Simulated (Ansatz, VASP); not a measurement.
# BaCaF4 in VASP and in Ansatz

```xyz
6
Lattice="4.0707 0.0000 0.0000 0.0000 4.0707 0.0000 0.0000 0.0000 5.9647" Properties=species:S:1:pos:R:3 pbc="T T T"
Ca    0.0000    0.0000    0.0000
F     0.0000    2.0353    4.6362
F     0.0000    2.0353    1.3285
F     2.0353    0.0000    1.3285
F     2.0353    0.0000    4.6362
Ba    2.0353    2.0353    2.9824
```

Alike in both runs: task single point; functional r2SCAN; k mesh 6 × 6 × 4; no spin polarisation.

|  | VASP | Ansatz |
| --- | --- | --- |
| version | VASP 6.6.1 | Ansatz 0.2.0 |
| potentials or method | VASP PAW PBE potentials, release 64 (Ca_sv, F, Ba_sv) | plane waves, PAW |
| plane-wave cutoff (eV) | 520 | 500 |
| occupations | gaussian, width 0.01 eV | fixed |
| valence electrons in the cell | 48 | 48 |

Ansatz gave:

* gap on the k mesh at the Fermi level (eV): 6.78
* pressure (GPa): 0.0
* rms of the force components (eV/Å): 0.000

Q: Which values does VASP return?

A: gap on the k mesh at the Fermi level (eV): 6.72; pressure (GPa): 1.0; rms of the force components (eV/Å): 0.027.

VASP's potentials were made for PBE, not for r2SCAN.

Neither program's run includes spin-orbit coupling.
